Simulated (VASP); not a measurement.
# H9C20Cl in VASP: notebook

H9C20Cl is run at these levels: PBE+D3(BJ); tasks: single point.

All numbers are computed with VASP 6.6.1; they aren't measurements. Logs are shortened: lines on timing, memory, paths and dates and some standing lists are left out, and cuts for length are marked.

## (1) The cell of the first run

The cell holds a slab with vacuum, 30 atoms: a = 5.049 Å, b = 5.049 Å, c = 17.165 Å, α = 90.00°, β = 90.00°, γ = 90.00°.

## (2) Single point, PBE+D3(BJ)

INCAR reads:

```
  ALGO = Normal
  EDIFF = 1E-6
  ENCUT = 520
  GGA = PE
  ISIF = 2
  ISMEAR = -1
  IVDW = 12
  LASPH = True
  LCHARG = False
  LREAL = Auto
  LWAVE = False
  NBANDS = 69
  NELM = 60
  PREC = Accurate
  SIGMA = 0.05
```

KPOINTS reads:

```
k-points
0
Gamma
  2 2 1
```

POSCAR reads:

```
H9C20Cl
1.0
    5.0487420000      0.0000000000      0.0000000000
    0.0000000000      5.0487420000      0.0000000000
    0.0000000000      0.0000000000     17.1647000000
H C Cl
9 20 1
Direct
    0.4277897346      0.0000000000      0.0582591015
    0.0722160095      0.0000000000      0.0582591015
    0.9277954786      0.0000000000      0.0582591015
    0.5722217535      0.0000000000      0.0582591015
    0.4277897346      0.5000057440      0.0582591015
    0.0722160095      0.5000057440      0.0582591015
    0.9277954786      0.5000057440      0.0582591015
    0.5722217535      0.5000057440      0.0582591015
    0.3945735393      0.9247848276      0.4814532150
    0.2500028720      0.0000000000      0.0952361533
    0.7500086160      0.0000000000      0.0952361533
    0.2500028720      0.5000057440      0.0952361533
    0.7500086160      0.5000057440      0.0952361533
    0.2500028720      0.2500028720      0.1472324014
    0.7500086160      0.2500028720      0.1472324014
    0.2500028720      0.7500086160      0.1472324014
    0.7500086160      0.7500086160      0.1472324014
    0.0000198069      0.2399607665      0.1930590106
    0.4999661302      0.2399805734      0.1930473588
    0.0000198069      0.7400853520      0.1952903342
    0.4999859371      0.7401051589      0.1952786824
    0.0000396138      0.0172122085      0.2588684917
    0.4999661302      0.0172716292      0.2588277104
   -0.0000396138      0.4867945322      0.2561652694
    0.5000255509      0.4868143391      0.2561710953
    0.2500028720      0.1120279071      0.2872698037
    0.7500086160      0.1121665555      0.2871066782
    0.2500226789      0.4052890799      0.2929675439
    0.7499690022      0.4054079214      0.2930665843
    0.3662298450      0.6936381380      0.5139617937
```

Potentials or basis: VASP PAW PBE potentials, release 64 (H, C, Cl).

Launch:

```
$ cat potpaw_PBE.64/H/POTCAR potpaw_PBE.64/C/POTCAR potpaw_PBE.64/Cl/POTCAR > POTCAR
$ mpirun -np 1 vasp_std > vasp.out
```

OUTCAR:

```text
EDIFF = 1E-6
   ENCUT = 520
   GGA = PE
   ISIF = 2
   ISMEAR = -1
   IVDW = 12
   LASPH = True
   LREAL = Auto
   NELM = 60
   PREC = Accurate
 IVDW          = 12

 ion  position               nearest neighbor table
   1  0.428  0.000  0.058-   4 0.73  10 1.10
   2  0.072  0.000  0.058-   3 0.73  10 1.10
   3  0.928  0.000  0.058-   2 0.73  11 1.10
   4  0.572  0.000  0.058-   1 0.73  11 1.10
   5  0.428  0.500  0.058-   8 0.73  12 1.10
   6  0.072  0.500  0.058-   7 0.73  12 1.10
   7  0.928  0.500  0.058-   6 0.73  13 1.10
   8  0.572  0.500  0.058-   5 0.73  13 1.10
   9  0.395  0.925  0.481-  30 1.30
  10  0.250  0.000  0.095-   2 1.10   1 1.10  16 1.55  14 1.55
  11  0.750  0.000  0.095-   4 1.10   3 1.10  17 1.55  15 1.55
  12  0.250  0.500  0.095-   6 1.10   5 1.10  14 1.55  16 1.55
  13  0.750  0.500  0.095-   8 1.10   7 1.10  15 1.55  17 1.55
  14  0.250  0.250  0.147-  19 1.49  18 1.49  12 1.55  10 1.55
  15  0.750  0.250  0.147-  18 1.49  19 1.49  13 1.55  11 1.55
[... 8 lines left out ...]
  24  1.000  0.487  0.256-  28 1.47  29 1.47  18 1.65  20 1.65
  25  0.500  0.487  0.256-  28 1.47  29 1.47  19 1.65  21 1.65
  26  0.250  0.112  0.287-  22 1.44  23 1.44  28 1.48
  27  0.750  0.112  0.287-  22 1.43  23 1.43  29 1.48
  28  0.250  0.405  0.293-  25 1.47  24 1.47  26 1.48
  29  0.750  0.405  0.293-  25 1.47  24 1.47  27 1.48
  30  0.366  0.694  0.514-   9 1.30

  LATTYP: Found a simple tetragonal cell.
 ALAT       =     5.0487420000
 C/A-ratio  =     3.3997974149

  Lattice vectors:

 A1 = (   5.0487420000,   0.0000000000,   0.0000000000)
 A2 = (   0.0000000000,   5.0487420000,   0.0000000000)
 A3 = (   0.0000000000,   0.0000000000,  17.1647000000)

Analysis of symmetry for initial positions (statically):
=====================================================================
 Subroutine PRICEL returns:
 Original cell was already a primitive cell.

 Routine SETGRP: Setting up the symmetry group for a
 simple tetragonal supercell.

 Subroutine GETGRP returns: Found  1 space group operations
 (whereof  1 operations were pure point group operations)
 out of a pool of 16 trial point group operations.

The static configuration has the point symmetry C_1 .

Analysis of symmetry for dynamics (positions and initial velocities):
=====================================================================
 Subroutine PRICEL returns:
 Original cell was already a primitive cell.
[... 145 lines left out ...]
   EDIFFG = 0.1E-04   stopping-criterion for IOM
   NSW    =      0    number of steps for IOM
   IBRION =     -1    ionic relax: 0-MD 1-quasi-New 2-CG
   NFREE  =      0    steps in history (QN), initial steepest desc. (CG)
   ISIF   =      2    stress and relaxation
   ISYM   =      2    0-nonsym 1-usesym 2-fastsym
   POTIM  = 0.5000    time-step for ionic-motion
   TEBEG  =    0.0;   TEEND  =   0.0 temperature during run
   PSTRESS=    0.0 pullay stress
   NELECT =      96.0000    total number of electrons
   NUPDOWN=      -1.0000    fix difference up-down
   EMIN   =  10.00;   EMAX   =-10.00  energy-range for DOS
   EFERMI =   0.00;   METHOD = LEGACY
   ISMEAR =    -1;   SIGMA  =   0.05  broadening in eV -4-tet -1-fermi 0-gaus
   EFERMI_NEDOS =   21; number of points for ismear=-14 and -15
   IALGO  =     38    algorithm
   IMIX   =      4    mixing-type and parameters
     AMIX     =   0.40;   BMIX     =  1.00
     AMIX_MAG =   1.60;   BMIX_MAG =  1.00
  volume/ion in A,a.u.               =      14.58        98.42
  Fermi-wavevector in a.u.,A,eV,Ry     =   0.987410  1.865935 13.265400  0.974979
  Thomas-Fermi vector in A             =   2.118862
   LORBIT       =      0    0 simple, 1 ext, 2 COOP (PROOUT), +10 PAW based schemes
   GGA     = PE    functional components
   LHFCALC =     F    Hartree Fock is set to
   AEXX    =    0.0000 exact exchange contribution
   IVDW    =    12    specifies the selected vdW correction
   LEPSILON=     F    determine dielectric tensor
   LRPA    =     F    only Hartree local field effects (RPA)
 non-spin polarized calculation
  energy-cutoff  :      520.00
  volume of cell :      437.52
 maximum number of plane-waves:     11843
 NGX is ok and might be reduce to    40
   NGX = 19   NGY = 19   NGZ = 63

 number of electron      96.0000004 magnetization

 Free energy of the ion-electron system (eV)
  ---------------------------------------------------
  ext. energy  EPLUGINS =         0.00000000
  ---------------------------------------------------
  free energy    TOTEN  =      -192.74683011 eV

  energy without entropy =     -192.74487850  energy(sigma->0) =     -192.74585430

 E-fermi :   0.8567     XC(G=0):  -5.6986

 val. band max:        0.5987943959   @ k =   0.0000   0.5000   0.0000
 cond. band min:       1.1122234052   @ k =   0.0000   0.5000   0.0000
 fundamental gap:      0.5134290093
 Fermi energy:         0.8566576065

 k-point     1 :       0.0000    0.0000    0.0000
  band No.  band energies     occupation
      1     -21.1042      2.00000
      2     -19.0161      2.00000
      3     -16.7251      2.00000
      4     -16.7080      2.00000
      5     -16.5635      2.00000
      6     -16.2664      2.00000
[... 241 lines left out ...]
     59       5.6172      0.00000
     60       6.1298      0.00000
 [bands above 60 left out]

------------------------ aborting loop because EDIFF is reached ----------------------------------------

 Edisp (eV)   -3.18573

 E8    (eV) :    -0.9144

  FORCE on cell =-STRESS in cart. coord.  units (eV):
  Direction    XX          YY          ZZ          XY          YZ          ZX
  --------------------------------------------------------------------------------------
  -------------------------------------------------------------------------------------
  Total      86.44875   -11.16599     1.22943    -0.04426    -0.29660     0.02297
  in kB     316.56777   -40.88887     4.50206    -0.16207    -1.08612     0.08410
  external pressure =       93.39 kB  Pullay stress =        0.00 kB

 VOLUME and BASIS-vectors are now :
 -----------------------------------------------------------------------------
  energy-cutoff  :      520.00
  volume of cell :      437.52
      direct lattice vectors                 reciprocal lattice vectors
     5.048742000  0.000000000  0.000000000     0.198069143  0.000000000  0.000000000
     0.000000000  5.048742000  0.000000000     0.000000000  0.198069143  0.000000000
     0.000000000  0.000000000 17.164700000     0.000000000  0.000000000  0.058259102

 POSITION                                       TOTAL-FORCE (eV/Angst)
 -----------------------------------------------------------------------------------
      2.15980      0.00000      1.00000        -8.967939     -0.070726      0.074282
      0.36460      0.00000      1.00000         8.970272     -0.070488      0.074235
      4.68420      0.00000      1.00000        -8.969562     -0.070270      0.074323
      2.88900      0.00000      1.00000         8.967897     -0.070406      0.074363
      2.15980      2.52440      1.00000        -8.964930      0.000704      0.088610
      0.36460      2.52440      1.00000         8.967754      0.000878      0.088327
[... 22 lines left out ...]
      3.78640      2.04680      5.03040         0.004717     -3.170007      0.865634
      1.84900      3.50200      8.82200         0.039858      0.393664     -0.186223
 -----------------------------------------------------------------------------------
    total drift:                               -0.004546     -0.011498     -0.068557

  FREE ENERGIE OF THE ION-ELECTRON SYSTEM (eV)
  ---------------------------------------------------
  free  energy   TOTEN  =      -195.9325564408 eV

  energy  without entropy=     -195.9306048282  energy(sigma->0) =     -195.93158063
```

OSZICAR:

```text
N       E                     dE             d eps       ncg     rms          rms(c)
DAV:   1     0.681521767646E+03    0.68152E+03   -0.42862E+04   552   0.119E+03
DAV:   2    -0.120465524691E+03   -0.80199E+03   -0.75043E+03   760   0.282E+02
DAV:   3    -0.203453475994E+03   -0.82988E+02   -0.81890E+02   672   0.922E+01
[... 16 lines left out ...]
DAV:  20    -0.192746800977E+03   -0.47760E-04   -0.34346E-06   475   0.394E-03    0.108E-03
DAV:  21    -0.192746819560E+03   -0.18583E-04   -0.12607E-06   448   0.238E-03    0.509E-04
DAV:  22    -0.192746825923E+03   -0.63630E-05   -0.33070E-07   448   0.126E-03    0.316E-04
DAV:  23    -0.192746829709E+03   -0.37856E-05   -0.25045E-07   432   0.882E-04    0.167E-04
DAV:  24    -0.192746830108E+03   -0.39945E-06   -0.68150E-08   448   0.515E-04
   1 F= -.19593256E+03 E0= -.19593158E+03  d E =-.195161E-02
```

Run time: 3.7 min. Hardware: 1 thread of Intel Xeon Platinum 8488C (Sapphire Rapids), shared host; peak memory 0.47 GiB.

Results:

* Free energy: -195.9326 eV
* Largest force: 8.971 eV/Å
* Band gap on the k mesh: 0.51 eV
* Dispersion energy per atom: -0.106 eV

Forces in eV/Å, atoms in the order of the input:
```
H   -8.968 -0.071  0.074
H    8.970 -0.070  0.074
H   -8.970 -0.070  0.074
H    8.968 -0.070  0.074
H   -8.965  0.001  0.089
H    8.968  0.001  0.088
H   -8.968  0.001  0.088
H    8.966  0.001  0.088
H   -0.041 -0.356  0.129
C   -0.001 -0.058  0.293
C   -0.003 -0.057  0.296
C    0.000 -0.146  0.467
C   -0.001 -0.145  0.466
C   -0.003 -0.854 -3.622
C   -0.001 -0.840 -3.620
C   -0.001 -0.337 -1.324
C    0.001 -0.337 -1.321
C   -0.001  2.053  0.979
C    0.008  2.052  0.977
C   -0.002  0.929  6.058
C    0.003  0.929  6.060
C    0.002 -1.717 -4.440
C   -0.001 -1.716 -4.448
C   -0.005  0.217 -3.483
C    0.007  0.220 -3.487
C    0.001  3.192  3.913
C   -0.004  3.203  3.919
C   -0.004 -3.177  0.858
C    0.005 -3.170  0.866
Cl   0.040  0.394 -0.186
```

Levels at points of the mesh, in eV from the valence-band top:
```tsv
k point	band 45	band 46	band 47	band 48	band 49	band 50	band 51	band 52
(0.00, 0.00, 0.00)	-1.94	-0.99	-0.67	-0.12	0.68	1.72	2.04	2.76
(0.50, 0.00, 0.00)	-1.94	-1.94	-0.71	-0.70	1.47	1.49	3.24	3.29
(0.00, 0.50, 0.00)	-1.72	-0.76	-0.71	0.00	0.51	1.33	2.61	2.91
(0.50, 0.50, 0.00)	-3.25	-3.25	-0.41	-0.40	1.33	1.34	3.83	3.83
```

Caveat: the k points lie up to 0.62 Å⁻¹ apart.

## (3) Single point, PBE+D3(BJ)

INCAR reads:

```
SYSTEM = H9C20Cl
PREC = Accurate
ENCUT = 520
EDIFF = 1E-7
ISMEAR = -1
SIGMA = 0.05
LREAL = Auto
LASPH = .True.
NELM = 100
ALGO = Normal
ISIF = 2
LWAVE = .False.
LCHARG = .False.
GGA = PE
IVDW = 12
NBANDS = 69
```

KPOINTS reads:

```
regular mesh
0
Gamma
  2 2 1
  0 0 0
```

POSCAR reads:

```
H9C20Cl
1.0
    5.0487420000      0.0000000000      0.0000000000
    0.0000000000      5.0487420000      0.0000000000
    0.0000000000      0.0000000000     17.1647000000
H C Cl
9 20 1
Direct
    0.4277897346      0.0000000000      0.0582591015
    0.0722160095      0.0000000000      0.0582591015
    0.9277954786      0.0000000000      0.0582591015
    0.5722217535      0.0000000000      0.0582591015
    0.4277897346      0.5000057440      0.0582591015
    0.0722160095      0.5000057440      0.0582591015
    0.9277954786      0.5000057440      0.0582591015
    0.5722217535      0.5000057440      0.0582591015
    0.3031052092      0.7902958796      0.4062873222
    0.2500028720      0.0000000000      0.0952361533
    0.7500086160      0.0000000000      0.0952361533
    0.2500028720      0.5000057440      0.0952361533
    0.7500086160      0.5000057440      0.0952361533
    0.2500028720      0.2500028720      0.1472324014
    0.7500086160      0.2500028720      0.1472324014
    0.2500028720      0.7500086160      0.1472324014
    0.7500086160      0.7500086160      0.1472324014
    0.0002574899      0.2519241427      0.1990130908
    0.4999067094      0.2515280044      0.1989956131
    0.0004951729      0.7617541162      0.2023338596
    0.4996690265      0.7618333438      0.2023571632
   -0.0001584553      0.0113493619      0.2470477200
    0.5004613030      0.0109532236      0.2470360682
    0.0002574899      0.5057695561      0.2583965930
    0.5000453578      0.5055714869      0.2583965930
    0.2499236443      0.0870117744      0.2869435528
    0.7503057197      0.0882398031      0.2869377268
    0.2501415204      0.3901169836      0.2951522602
    0.7501076506      0.3897208453      0.2952513006
    0.3672003838      0.7078991163      0.4753010539
```

Potentials or basis: VASP PAW PBE potentials, release 64 (H, C, Cl).

Launch:

```
$ cat potpaw_PBE.64/H/POTCAR potpaw_PBE.64/C/POTCAR potpaw_PBE.64/Cl/POTCAR > POTCAR
$ mpirun -np 1 vasp_std > vasp.out
```

Run time: 3.9 min. Hardware: 1 thread of Intel Xeon Platinum 8488C (Sapphire Rapids), shared host; peak memory 0.48 GiB.

It converged, with:

| Item | Value |
| --- | --- |
| Free energy | -196.2484 eV |
| Largest force | 8.925 eV/Å |
| Band gap on the k mesh | 0.21 eV |
| Dispersion energy per atom | -0.108 eV |

Forces in eV/Å, atoms in the order of the input:
```
H   -8.912 -0.035  0.077
H    8.916 -0.037  0.076
H   -8.915 -0.036  0.075
H    8.912 -0.034  0.077
H   -8.918  0.083  0.079
H    8.919  0.082  0.081
H   -8.924  0.083  0.076
H    8.923  0.084  0.075
H   -0.009  0.156  0.093
C   -0.006  0.047  1.166
C    0.005  0.049  1.184
C    0.009 -0.066  1.287
C   -0.008 -0.062  1.272
C    0.011  0.882 -2.070
C    0.008  0.969 -2.066
C    0.007  0.096  0.157
C    0.009  0.059  0.164
C   -0.057  1.820 -4.951
C    0.052  1.855 -4.940
C   -0.111 -2.293 -0.159
C    0.107 -2.364 -0.189
C    0.129  0.907  2.521
C   -0.146  1.018  2.553
C   -0.042 -3.346 -0.596
C    0.034 -3.344 -0.613
C    0.062  3.701  3.131
C   -0.051  4.010  2.751
C   -0.003 -2.120 -0.684
C    0.004 -2.138 -0.495
Cl  -0.003 -0.027 -0.134
```

Levels at points of the mesh, in eV from the valence-band top:
| k point | band 45 | band 46 | band 47 | band 48 | band 49 | band 50 | band 51 | band 52 |
| --- | --- | --- | --- | --- | --- | --- | --- | --- |
| (0.00, 0.00, 0.00) | -1.59 | -0.64 | -0.12 | -0.09 | 0.32 | 1.50 | 2.36 | 3.79 |
| (0.50, 0.00, 0.00) | -2.61 | -2.56 | -0.45 | -0.39 | 1.08 | 1.24 | 3.56 | 3.56 |
| (0.00, 0.50, 0.00) | -1.34 | -0.25 | -0.21 | 0.00 | 0.21 | 1.21 | 3.23 | 3.30 |
| (0.50, 0.50, 0.00) | -2.72 | -2.69 | -0.23 | -0.18 | 0.97 | 1.17 | 4.15 | 4.18 |

Caveat: the k points lie up to 0.62 Å⁻¹ apart.

## (4) Single point, PBE+D3(BJ)

INCAR reads:

```
SYSTEM = H9C20Cl
PREC     = Accurate       ! precision mode
ENCUT    = 520            ! plane-wave cutoff, eV
EDIFF    = 1E-7           ! SCF threshold, eV
ISMEAR   = -1             ! smearing method
SIGMA    = 0.05           ! smearing width, eV
LREAL    = Auto         
LASPH    = .True.         ! aspherical terms in the spheres
NELM     = 80             ! most SCF steps
ALGO     = Normal         ! electronic algorithm
ISIF     = 2              ! what is computed and relaxed
LWAVE    = .False.        ! write WAVECAR
LCHARG   = .False.        ! write CHGCAR
GGA      = PE             ! functional
IVDW     = 12             ! dispersion correction
NBANDS   = 69             ! bands
```

KPOINTS reads:

```
Automatic mesh
0
Gamma
  2 2 1
  0 0 0
```

POSCAR reads:

```
H9C20Cl
1.0
    5.0487420000      0.0000000000      0.0000000000
    0.0000000000      5.0487420000      0.0000000000
    0.0000000000      0.0000000000     17.1647000000
H C Cl
9 20 1
Direct
    0.4277897346      0.0000000000      0.0582591015
    0.0722160095      0.0000000000      0.0582591015
    0.9277954786      0.0000000000      0.0582591015
    0.5722217535      0.0000000000      0.0582591015
    0.4277897346      0.5000057440      0.0582591015
    0.0722160095      0.5000057440      0.0582591015
    0.9277954786      0.5000057440      0.0582591015
    0.5722217535      0.5000057440      0.0582591015
    0.3935237729      0.9876123597      0.4178517539
    0.2500028720      0.0000000000      0.0952361533
    0.7500086160      0.0000000000      0.0952361533
    0.2500028720      0.5000057440      0.0952361533
    0.7500086160      0.5000057440      0.0952361533
    0.2500028720      0.2500028720      0.1472324014
    0.7500086160      0.2500028720      0.1472324014
    0.2500028720      0.7500086160      0.1472324014
    0.7500086160      0.7500086160      0.1472324014
    0.0003367175      0.2455859301      0.1910607235
    0.4996492195      0.2458236131      0.1911422862
   -0.0007922766      0.7383819573      0.2033941753
    0.5006791791      0.7385404126      0.2031611388
   -0.0000990346     -0.0068729993      0.2579654757
    0.4999067094     -0.0065164748      0.2576916579
   -0.0002971037      0.4772475995      0.2575867915
    0.5000849717      0.4765345506      0.2570915891
    0.2502207481      0.1191187825      0.2906896130
    0.7496917054      0.1166825320      0.2904798802
    0.2502801688      0.3967324930      0.2870484191
    0.7495332501      0.4031103194      0.2904332729
    0.3621298137      0.7363616521      0.4309192704
```

Launch:

```
$ cat potpaw_PBE.64/H/POTCAR potpaw_PBE.64/C/POTCAR potpaw_PBE.64/Cl/POTCAR > POTCAR
$ mpirun -np 1 vasp_std > vasp.out
```

It took 3.7 min on 1 thread of Intel Xeon Platinum 8488C (Sapphire Rapids), shared host; peak memory 0.47 GiB.

Results (log left out):

| Quantity | Value |
| --- | --- |
| Free energy | -196.7735 eV |
| Largest force | 8.947 eV/Å |
| Band gap on the k mesh | 0.77 eV |
| Dispersion energy per atom | -0.111 eV |

Forces in eV/Å, atoms in the order of the input:
```
H   -8.941 -0.090  0.087
H    8.946 -0.087  0.085
H   -8.945 -0.088  0.086
H    8.941 -0.091  0.088
H   -8.930  0.034  0.076
H    8.934  0.035  0.073
H   -8.938  0.040  0.072
H    8.936  0.039  0.076
H   -0.059 -0.003 -0.034
C   -0.009 -0.267  0.821
C    0.005 -0.259  0.830
C   -0.009  0.264  0.712
C    0.008  0.259  0.695
C    0.002 -0.438 -4.400
C   -0.006 -0.321 -4.324
C   -0.010 -0.723  1.055
C    0.001 -0.734  1.039
C   -0.297 -0.055  2.282
C    0.306 -0.105  2.177
C    0.192  0.927  1.476
C   -0.191  0.893  1.507
C   -0.036  3.314 -1.656
C    0.061  3.288 -1.759
C   -0.350  1.852 -5.000
C    0.377  1.940 -4.975
C   -0.047 -1.469  0.767
C    0.037 -0.373  0.786
C   -0.065 -3.399  3.810
C    0.051 -4.418  3.208
Cl   0.034  0.037  0.341
```

Levels at points of the mesh, in eV from the valence-band top:
```tsv
k point	band 44	band 45	band 46	band 47	band 48	band 49	band 50	band 51	band 52	band 53
(0.00, 0.00, 0.00)	-2.54	-2.05	-1.05	-0.61	-0.19	0.82	1.86	1.91	3.03	3.17
(0.50, 0.00, 0.00)	-2.94	-2.34	-2.33	-0.79	-0.75	1.53	1.67	3.09	3.10	3.35
(0.00, 0.50, 0.00)	-3.13	-1.98	-0.84	-0.53	0.00	0.77	1.58	2.78	2.83	2.99
(0.50, 0.50, 0.00)	-3.47	-3.46	-3.37	-0.58	-0.52	1.49	1.80	3.77	3.78	3.85
```

Caveat: the k points lie up to 0.62 Å⁻¹ apart.

## (5) Summary

```tsv
cell	gap on the mesh (eV)	largest force (eV/Å)
as given, atomic positions A	0.51	8.97
as given, atomic positions B	0.21	8.92
as given, atomic positions C	0.77	8.95
```

Alike in all rows: task single point; level PBE+D3(BJ); potentials or basis VASP PAW PBE potentials, release 64 (H, C, Cl); no spin polarisation; k mesh 2 × 2 × 1; cutoff (eV) 520; smearing fermi-dirac 0.05 eV.

Caveats: all runs use coarse meshes.

Total energies depend on the potentials used, so only differences within one code and one set of settings carry meaning.
